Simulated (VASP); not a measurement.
Set up this calculation in VASP 6.6.1, as the native input.

```yaml
Task: single point
Functional: PBE
Potentials_or_basis: VASP PAW PBE potentials, release 64 (Ta_pv)
Cutoff: 520 eV
k_mesh: 11 × 11 × 5
Occupations: fermi-dirac, width 0.05 eV
Spin: no spin polarisation
Dipole_correction: no
Further_INCAR_settings: ALGO = Fast; EDIFF = 1e-06; NBANDS = 18
```

The structure of Ta lies in POSCAR:

```
Ta
1.0
    2.9385392399      0.0000000000      0.0000000000
   -1.4692696200      2.5448496318      0.0000000000
    0.0000000000      0.0000000000      5.2342590858
Ta
2
Direct
    0.3333333333      0.6666666667      0.2500000000
    0.6666666667      0.3333333333      0.7500000000
```

These files were run (other wordings do the same):

INCAR

```
SYSTEM = Ta
  PREC = Accurate
  ENCUT = 520
  EDIFF = 1E-6
  ISMEAR = -1
  SIGMA = 0.05
  LREAL = .FALSE.
  LASPH = .TRUE.
  NELM = 60
  ALGO = Fast
  ISIF = 2
  LWAVE = .FALSE.
  LCHARG = .FALSE.
  GGA = PE
  NBANDS = 18
```

KPOINTS

```
regular mesh
0
G
  11 11 5
  0 0 0
```

Potentials or basis: VASP PAW PBE potentials, release 64 (Ta_pv).

Run with:

```console
$ cat potpaw_PBE.64/Ta_pv/POTCAR > POTCAR
$ mpirun -np 1 vasp_std > vasp.out
```

Results of the run:

```yaml
Pressure: -7.7 GPa
Band_gap_on_the_k_mesh: zero (band 11 reaches 6.07 eV, above the bottom of band 12 at 4.70 eV)
```

Caveat: spin-orbit coupling is left out, which moves the levels of the heavy elements.

It took 22 s on 1 thread of Intel(R) Xeon(R) Platinum 8375C CPU @ 2.90GHz (Ice Lake) (shared host), peak memory 0.17 GiB.
